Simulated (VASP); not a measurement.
# InSe2 (P4/nmm) in VASP: further runs

InSe2 is run at these levels: PBEsol; tasks: single point.

Program: VASP 6.6.1. These are calculated values, not measurements. Logs are shortened: lines on timing, memory, paths and dates and some standing lists are left out, and cuts for length are marked.

## Step 1: The cell of the first run

The structure is tetragonal, space group P4/nmm (No. 129). Conventional cell: a = 3.895 Å, b = 3.895 Å, c = 9.626 Å, α = 90.00°, β = 90.00°, γ = 90.00°. In (site symmetry 4mm) has 9 Se at 2.84 to 3.43 Å within 3.7 Å. Se (site symmetry 4mm) has 5 In at 2.84 to 3.28 Å and 12 Se at 3.77 to 4.03 Å within 4.1 Å. Se (site symmetry -4m2) has 4 Se at 2.75 Å and 4 In at 3.43 Å within 3.6 Å.

## Step 2: Single point, PBEsol

Input file INCAR:

```
SYSTEM = InSe2
PREC = Accurate
ENCUT = 520
EDIFF = 1E-6
ISMEAR = 0
SIGMA = 0.2
LREAL = .False.
LASPH = .True.
NELM = 80
ALGO = Normal
ISIF = 2
LWAVE = .False.
LCHARG = .False.
GGA = PS
NBANDS = 34
```

Input file KPOINTS:

```
regular mesh
0
Gamma
  5 5 2
  0 0 0
```

Input file POSCAR:

```
InSe2
1.0
    3.8948930000      0.0000000000      0.0000000000
    0.0000000000      3.8948930000      0.0000000000
    0.0000000000      0.0000000000      9.6262310000
In Se
2 4
Direct
    0.0000000000      0.5000000000      0.7064680000
    0.5000000000      0.0000000000      0.2935320000
    0.0000000000      0.5000000000      0.3662120000
    0.5000000000      0.0000000000      0.6337880000
    0.0000000000      0.0000000000      0.0000000000
    0.5000000000      0.5000000000      0.0000000000
```

Potentials or basis: VASP PAW PBE potentials, release 64 (In_d, Se).

Command:

```console
cat potpaw_PBE.64/In_d/POTCAR potpaw_PBE.64/Se/POTCAR > POTCAR
mpirun -np 1 vasp_std > vasp.out
```

OUTCAR:

```text
SYSTEM = InSe2
   PREC = Accurate
   ENCUT = 520
   EDIFF = 1E-6
   ISMEAR = 0
   LREAL = .False.
   LASPH = .True.
   NELM = 80
   ISIF = 2
   GGA = PS

 ion  position               nearest neighbor table
   1  0.000  0.500  0.706-   4 2.84   4 2.84   4 2.84   4 2.84   3 3.28
   2  0.500  0.000  0.294-   3 2.84   3 2.84   3 2.84   3 2.84   4 3.28
   3  0.000  0.500  0.366-   2 2.84   2 2.84   2 2.84   2 2.84   1 3.28
   4  0.500  0.000  0.634-   1 2.84   1 2.84   1 2.84   1 2.84   2 3.28
   5  0.000  0.000  0.000-   6 2.75   6 2.75   6 2.75   6 2.75
   6  0.500  0.500  0.000-   5 2.75   5 2.75   5 2.75   5 2.75

  LATTYP: Found a simple tetragonal cell.
 ALAT       =     3.8948930000
 C/A-ratio  =     2.4715007575

  Lattice vectors:

 A1 = (   3.8948930000,   0.0000000000,   0.0000000000)
 A2 = (   0.0000000000,   3.8948930000,   0.0000000000)
 A3 = (   0.0000000000,   0.0000000000,   9.6262310000)

Analysis of symmetry for initial positions (statically):
=====================================================================
 Subroutine PRICEL returns:
 Original cell was already a primitive cell.

 Routine SETGRP: Setting up the symmetry group for a
 simple tetragonal supercell.

 Subroutine GETGRP returns: Found 16 space group operations
 (whereof  8 operations were pure point group operations)
 out of a pool of 16 trial point group operations.

The static configuration has the point symmetry D_2d.
 The point group associated with its full space group is D_4h.

Analysis of symmetry for dynamics (positions and initial velocities):
=====================================================================
 Subroutine PRICEL returns:
 Original cell was already a primitive cell.

 Routine SETGRP: Setting up the symmetry group for a
 simple tetragonal supercell.

 Subroutine GETGRP returns: Found 16 space group operations
 (whereof  8 operations were pure point group operations)
 out of a pool of 16 trial point group operations.

The dynamic configuration has the point symmetry D_2d.
 The point group associated with its full space group is D_4h.

 Subroutine INISYM returns: Found 16 space group operations
 (whereof  8 operations are pure point group operations),
 and found     1 'primitive' translations

----------------------------------------------------------------------------------------

                                     Primitive cell

  volume of cell :     146.0318

  direct lattice vectors                    reciprocal lattice vectors
     3.894893000  0.000000000  0.000000000     0.256746463  0.000000000  0.000000000
     0.000000000  3.894893000  0.000000000     0.000000000  0.256746463  0.000000000
     0.000000000  0.000000000  9.626231000     0.000000000  0.000000000  0.103882818

  length of vectors
     3.894893000  3.894893000  9.626231000     0.256746463  0.256746463  0.103882818

  position of ions in fractional coordinates (direct lattice)
     0.000000000  0.500000000  0.706468000
     0.500000000  0.000000000  0.293532000
     0.000000000  0.500000000  0.366212000
     0.500000000  0.000000000  0.633788000
     0.000000000  0.000000000  0.000000000
     0.500000000  0.500000000  0.000000000

  ion indices of the primitive-cell ions
   primitive index   ion index
                 1           1
                 2           2
                 3           3
                 4           4
                 5           5
                 6           6

----------------------------------------------------------------------------------------

 KPOINTS: regular mesh

Automatic generation of k-mesh.
 Grid dimensions read from file:
 generate k-points for:    5    5    2

 Generating k-lattice:

  Cartesian coordinates                     Fractional coordinates (reciprocal lattice)
     0.051349293  0.000000000  0.000000000     0.200000000  0.000000000  0.000000000
     0.000000000  0.051349293  0.000000000     0.000000000  0.200000000  0.000000000
     0.000000000  0.000000000  0.051941409     0.000000000  0.000000000  0.500000000

  Length of vectors
     0.051349293  0.051349293  0.051941409

  Shift w.r.t. Gamma in fractional coordinates (k-lattice)
     0.000000000  0.000000000  0.000000000

 Subroutine IBZKPT returns following result:
 ===========================================

 Found     12 irreducible k-points:

 Following reciprocal coordinates:
            Coordinates               Weight
  0.000000  0.000000  0.000000      1.000000
  0.200000  0.000000  0.000000      4.000000
  0.400000  0.000000  0.000000      4.000000
  0.200000  0.200000  0.000000      4.000000
  0.400000  0.200000  0.000000      8.000000
  0.400000  0.400000  0.000000      4.000000
  0.000000  0.000000  0.500000      1.000000
  0.200000  0.000000  0.500000      4.000000
  0.400000  0.000000  0.500000      4.000000
  0.200000  0.200000  0.500000      4.000000
  0.400000  0.200000  0.500000      8.000000
  0.400000  0.400000  0.500000      4.000000
   k-points           NKPTS =     12   k-points in BZ     NKDIM =     12   number of bands    NBANDS=     34
   number of dos      NEDOS =    301   number of ions     NIONS =      6
   total plane-waves  NPLWV =  64800
   dimension x,y,z NGX =    30 NGY =   30 NGZ =   72
   dimension x,y,z NGXF=    60 NGYF=   60 NGZF=  144
   ions per type =               2   4
   NGX,Y,Z   is equivalent  to a cutoff of  12.80, 12.80, 12.43 a.u.
   NGXF,Y,Z  is equivalent  to a cutoff of  25.61, 25.61, 24.87 a.u.
 SYSTEM =  InSe2
   PREC   = accura    normal or accurate (medium, high low for compatibility)
   ISTART =      0    job   : 0-new  1-cont  2-samecut
   ICHARG =      2    charge: 1-file 2-atom 10-const
   ISPIN  =      1    spin polarized calculation?
   LNONCOLLINEAR =      F non collinear calculations
   LSORBIT =      F    spin-orbit coupling
   LASPH  =      T    aspherical Exc in radial PAW
   ENCUT  =  520.0 eV  38.22 Ry    6.18 a.u.   7.24  7.24 17.90*2*pi/ulx,y,z
   NELM   =     80;   NELMIN=  2; NELMDL= -5     # of ELM steps
   EDIFF  = 0.1E-05   stopping-criterion for ELM
   LREAL  =      F    real-space projection
[... 7 lines left out ...]
   TEBEG  =    0.0;   TEEND  =   0.0 temperature during run
   PSTRESS=    0.0 pullay stress
   NELECT =      50.0000    total number of electrons
   NUPDOWN=      -1.0000    fix difference up-down
   EMIN   =  10.00;   EMAX   =-10.00  energy-range for DOS
   EFERMI =   0.00;   METHOD = LEGACY
   ISMEAR =     0;   SIGMA  =   0.20  broadening in eV -4-tet -1-fermi 0-gaus
   EFERMI_NEDOS =   21; number of points for ismear=-14 and -15
   IALGO  =     38    algorithm
   IMIX   =      4    mixing-type and parameters
     AMIX     =   0.40;   BMIX     =  1.00
     AMIX_MAG =   1.60;   BMIX_MAG =  1.00
  volume/ion in A,a.u.               =      24.34       164.25
  Fermi-wavevector in a.u.,A,eV,Ry     =   1.145291  2.164286 17.846635  1.311691
  Thomas-Fermi vector in A             =   2.281980
   LORBIT       =      0    0 simple, 1 ext, 2 COOP (PROOUT), +10 PAW based schemes
   GGA     = PS    functional components
   LHFCALC =     F    Hartree Fock is set to
   AEXX    =    0.0000 exact exchange contribution
   IVDW    =     0    specifies the selected vdW correction
   LEPSILON=     F    determine dielectric tensor
   LRPA    =     F    only Hartree local field effects (RPA)
 non-spin polarized calculation
 Gauss-broadening in eV      SIGMA  =   0.20
  energy-cutoff  :      520.00
  volume of cell :      146.03
 maximum number of plane-waves:      3972
 NGX is ok and might be reduce to    30
   NGX = 15   NGY = 15   NGZ = 35

 number of electron      49.9999991 magnetization

 Free energy of the ion-electron system (eV)
  ---------------------------------------------------
  ext. energy  EPLUGINS =         0.00000000
  ---------------------------------------------------
  free energy    TOTEN  =       -22.61920641 eV

  energy without entropy =      -22.58528360  energy(sigma->0) =      -22.60224501

 E-fermi :   5.0047     XC(G=0): -10.0453

 val. band max:        4.8547109018   @ k =   0.4000   0.2000   0.0000
 cond. band min:       5.0746060022   @ k =   0.4000   0.2000   0.5000
 fundamental gap:      0.2198951004
 Fermi energy:         5.0046521953

 k-point     1 :       0.0000    0.0000    0.0000
  band No.  band energies     occupation
      1     -10.1881      2.00000
      2      -9.6993      2.00000
      3      -9.6380      2.00000
      4      -9.5018      2.00000
      5      -9.4986      2.00000
      6      -9.4610      2.00000
[... 26 lines left out ...]
     33      11.0872      0.00000
     34      11.0931      0.00000

 k-point     2 :       0.2000    0.0000    0.0000
  band No.  band energies     occupation
      1      -9.8909      2.00000
      2      -9.6514      2.00000
      3      -9.5664      2.00000
      4      -9.4859      2.00000
      5      -9.4835      2.00000
      6      -9.4702      2.00000
[... 26 lines left out ...]
     33      10.4166      0.00000
     34      10.7190      0.00000

 k-point     3 :       0.4000    0.0000    0.0000
  band No.  band energies     occupation
      1      -9.5796      2.00000
      2      -9.5660      2.00000
      3      -9.5265      2.00000
      4      -9.5130      2.00000
      5      -9.4967      2.00000
      6      -9.4962      2.00000
[... 26 lines left out ...]
     33       9.9844      0.00000
     34      10.1703      0.00000
[... 260 lines left out ...]
 k-point    11 :       0.4000    0.2000    0.5000
  band No.  band energies     occupation
      1      -9.6655      2.00000
      2      -9.6535      2.00000
      3      -9.5234      2.00000
      4      -9.5043      2.00000
      5      -9.4975      2.00000
      6      -9.4926      2.00000
[... 26 lines left out ...]
     33      10.6260      0.00000
     34      11.2139      0.00000

 k-point    12 :       0.4000    0.4000    0.5000
  band No.  band energies     occupation
      1      -9.7963      2.00000
      2      -9.7959      2.00000
      3      -9.5050      2.00000
      4      -9.4949      2.00000
      5      -9.4940      2.00000
      6      -9.4934      2.00000
[... 26 lines left out ...]
     33      10.2878      0.00000
     34      10.3491      0.00000

------------------------ aborting loop because EDIFF is reached ----------------------------------------

  FORCE on cell =-STRESS in cart. coord.  units (eV):
  Direction    XX          YY          ZZ          XY          YZ          ZX
  --------------------------------------------------------------------------------------
  -------------------------------------------------------------------------------------
  Total       -3.5496128     -3.5496128     -2.4161702      0.0000000      0.0000000      0.0000000
  in kB      -38.9443291    -38.9443291    -26.5088424      0.0000000      0.0000000      0.0000000
  external PRESSURE =     -34.7991669 kB  Pullay stress =       0.0000000 kB

 VOLUME and BASIS-vectors are now :
 -----------------------------------------------------------------------------
  energy-cutoff  :      520.00
  volume of cell :      146.03
      direct lattice vectors                 reciprocal lattice vectors
     3.894893000  0.000000000  0.000000000     0.256746463  0.000000000  0.000000000
     0.000000000  3.894893000  0.000000000     0.000000000  0.256746463  0.000000000
     0.000000000  0.000000000  9.626231000     0.000000000  0.000000000  0.103882818

 POSITION                                       TOTAL-FORCE (eV/Angst)
 -----------------------------------------------------------------------------------
      0.00000      1.94745      6.80062        -0.000000     -0.000000     -0.048976
      1.94745      0.00000      2.82561        -0.000000     -0.000000      0.048976
      0.00000      1.94745      3.52524        -0.000000     -0.000000      0.078084
      1.94745      0.00000      6.10099         0.000000     -0.000000     -0.078084
      0.00000      0.00000      0.00000        -0.000000     -0.000000      0.000000
      1.94745      1.94745      0.00000        -0.000000      0.000000      0.000000
 -----------------------------------------------------------------------------------
    total drift:                                0.000000      0.000000      0.000000

  FREE ENERGIE OF THE ION-ELECTRON SYSTEM (eV)
  ---------------------------------------------------
  free  energy   TOTEN  =       -22.6192064137 eV

  energy  without entropy=      -22.5852836022  energy(sigma->0) =      -22.60224501
```

Wall time 77 s (1 thread of Intel Xeon 8259CL, shared host); peak memory 0.25 GiB.

Results:

```yaml
Free_energy: -22.6192 eV
Pressure: -3.5 GPa
Largest_force: 0.078 eV/Å
Band_gap_on_the_k_mesh: zero (bands 25 and 26 overlap by 1.63 eV)
```

Forces in eV/Å, atoms in the order of the input:
```
In   0.000  0.000 -0.049
In   0.000  0.000  0.049
Se   0.000  0.000  0.078
Se   0.000  0.000 -0.078
Se   0.000  0.000  0.000
Se   0.000  0.000  0.000
```

Stress tensor (GPa, compression positive):
```
-3.89  0.00  0.00
 0.00 -3.89  0.00
 0.00  0.00 -2.65
```

Caveat: the cell stands under tension; the PAW data sets were made with another functional, which shifts forces and pressure a little; spin-orbit coupling is left out, which moves the levels of the heavy elements.

## Step 3: Single point, PBEsol

Input file INCAR:

```
SYSTEM = InSe2
  PREC = Accurate
  ENCUT = 520
  EDIFF = 1E-6
  ISMEAR = 0
  SIGMA = 0.4
  LREAL = .FALSE.
  LASPH = .TRUE.
  NELM = 100
  ALGO = Normal
  ISIF = 2
  LWAVE = .FALSE.
  LCHARG = .FALSE.
  GGA = PS
  NBANDS = 34
```

Input file KPOINTS:

```
regular mesh
0
G
  5 5 2
  0 0 0
```

POSCAR is that of step 2.

Potentials or basis: VASP PAW PBE potentials, release 64 (In_d, Se).

Command:

```console
cat potpaw_PBE.64/In_d/POTCAR potpaw_PBE.64/Se/POTCAR > POTCAR
mpirun -np 1 vasp_std > vasp.out
```

Run time: 68 s. Hardware: 1 thread of Intel Xeon 8259CL, shared host; peak memory 0.26 GiB.

It converged, with:

```yaml
Free_energy: -22.6737 eV
Pressure: -3.3 GPa
Largest_force: 0.043 eV/Å
Band_gap_on_the_k_mesh: zero (bands 25 and 26 overlap by 1.63 eV)
```

Forces in eV/Å, atoms in the order of the input:
```
In   0.000  0.000 -0.043
In   0.000  0.000  0.043
Se   0.000  0.000  0.036
Se   0.000  0.000 -0.036
Se   0.000  0.000  0.000
Se   0.000  0.000  0.000
```

Stress tensor (GPa, compression positive):
```
-3.74  0.00  0.00
 0.00 -3.74  0.00
 0.00  0.00 -2.50
```

Levels at points of the mesh, in eV from the Fermi level:
| k point | band 22 | band 23 | band 24 | band 25 | band 26 | band 27 | band 28 | band 29 |
| --- | --- | --- | --- | --- | --- | --- | --- | --- |
| (0.00, 0.00, 0.00) | -2.10 | -1.73 | -1.73 | 0.22 | 0.54 | 2.82 | 2.82 | 3.23 |
| (0.00, 0.00, 0.50) | -1.66 | -1.66 | -1.23 | 0.22 | 0.59 | 1.98 | 2.82 | 2.82 |

Caveat: the cell stands under tension; so wide a smearing shifts energies and pressures; the PAW data sets were made with another functional, which shifts forces and pressure a little; spin-orbit coupling is left out, which moves the levels of the heavy elements.

## Step 4: Single point, PBEsol

Input file INCAR:

```
PREC = Accurate ; ENCUT = 520
EDIFF = 1E-6 ; ISMEAR = 0
SIGMA = 0.1 ; LREAL = F
LASPH = T ; NELM = 80
ALGO = Normal ; ISIF = 2
LWAVE = F ; LCHARG = F
GGA = PS ; NBANDS = 34
```

Input file KPOINTS:

```
Automatic mesh
0
Gamma
  6 6 4
```

POSCAR is that of step 3.

Potentials or basis: VASP PAW PBE potentials, release 64 (In_d, Se).

Command:

```console
cat potpaw_PBE.64/In_d/POTCAR potpaw_PBE.64/Se/POTCAR > POTCAR
mpirun -np 1 vasp_std > vasp.out
```

OUTCAR:

```text
PREC = Accurate
   ENCUT = 520
   EDIFF = 1E-6
   ISMEAR = 0
   LREAL = F
   LASPH = T
   NELM = 80
   ISIF = 2
   GGA = PS

 ion  position               nearest neighbor table
   1  0.000  0.500  0.706-   4 2.84   4 2.84   4 2.84   4 2.84   3 3.28
   2  0.500  0.000  0.294-   3 2.84   3 2.84   3 2.84   3 2.84   4 3.28
   3  0.000  0.500  0.366-   2 2.84   2 2.84   2 2.84   2 2.84   1 3.28
   4  0.500  0.000  0.634-   1 2.84   1 2.84   1 2.84   1 2.84   2 3.28
   5  0.000  0.000  0.000-   6 2.75   6 2.75   6 2.75   6 2.75
   6  0.500  0.500  0.000-   5 2.75   5 2.75   5 2.75   5 2.75

  LATTYP: Found a simple tetragonal cell.
 ALAT       =     3.8948930000
[... 1096 lines left out ...]
  Total       -3.5191534     -3.5191534     -2.3460916      0.0000000      0.0000000      0.0000000
  in kB      -38.6101454    -38.6101454    -25.7399799      0.0000000      0.0000000      0.0000000
  external PRESSURE =     -34.3200902 kB  Pullay stress =       0.0000000 kB

 VOLUME and BASIS-vectors are now :
 -----------------------------------------------------------------------------
  energy-cutoff  :      520.00
  volume of cell :      146.03
      direct lattice vectors                 reciprocal lattice vectors
     3.894893000  0.000000000  0.000000000     0.256746463  0.000000000  0.000000000
     0.000000000  3.894893000  0.000000000     0.000000000  0.256746463  0.000000000
     0.000000000  0.000000000  9.626231000     0.000000000  0.000000000  0.103882818

 POSITION                                       TOTAL-FORCE (eV/Angst)
 -----------------------------------------------------------------------------------
      0.00000      1.94745      6.80062         0.000000      0.000000      0.023033
      1.94745      0.00000      2.82561         0.000000      0.000000     -0.023033
      0.00000      1.94745      3.52524         0.000000      0.000000     -0.084498
      1.94745      0.00000      6.10099         0.000000      0.000000      0.084498
      0.00000      0.00000      0.00000         0.000000      0.000000      0.000000
      1.94745      1.94745      0.00000         0.000000     -0.000000      0.000000
 -----------------------------------------------------------------------------------
    total drift:                                0.000000      0.000000      0.000000

  FREE ENERGIE OF THE ION-ELECTRON SYSTEM (eV)
  ---------------------------------------------------
  free  energy   TOTEN  =       -22.6474932517 eV

  energy  without entropy=      -22.6389033812  energy(sigma->0) =      -22.64319832
```

stdout:

```text
POSCAR found type information on POSCAR InSe
 POSCAR found :  2 types and       6 ions
 scaLAPACK will be used
 -----------------------------------------------------------------------------
|                                                                             |
|                                                                             |
|     You enforced a specific xc type in the INCAR file but a different       |
|     I HOPE YOU KNOW WHAT YOU ARE DOING!                                     |
|                                                                             |
 -----------------------------------------------------------------------------

 LDA part: xc-table for (Slater+PW92), standard interpolation
 POSCAR, INCAR and KPOINTS ok, starting setup
 FFT: planning ... GRIDC
 FFT: planning ... GRID_SOFT
 FFT: planning ... GRID
 WAVECAR not read
 entering main loop
```

Wall time 2.9 min (1 thread of Intel Xeon 8259CL, shared host); peak memory 0.3 GiB.

What came out:

* Free energy: -22.6475 eV
* Pressure: -3.4 GPa
* Largest force: 0.084 eV/Å
* Band gap on the k mesh: zero (bands 25 and 26 overlap by 1.92 eV)

Forces on the atoms (eV/Å):
```
In   0.000  0.000  0.023
In   0.000  0.000 -0.023
Se   0.000  0.000 -0.084
Se   0.000  0.000  0.084
Se   0.000  0.000  0.000
Se   0.000  0.000  0.000
```

Stress tensor (GPa, compression positive):
```
-3.86  0.00  0.00
 0.00 -3.86  0.00
 0.00  0.00 -2.57
```

Caveat: the cell stands under tension; the PAW data sets were made with another functional, which shifts forces and pressure a little; spin-orbit coupling is left out, which moves the levels of the heavy elements.

(Continued in part 2 of 2.)
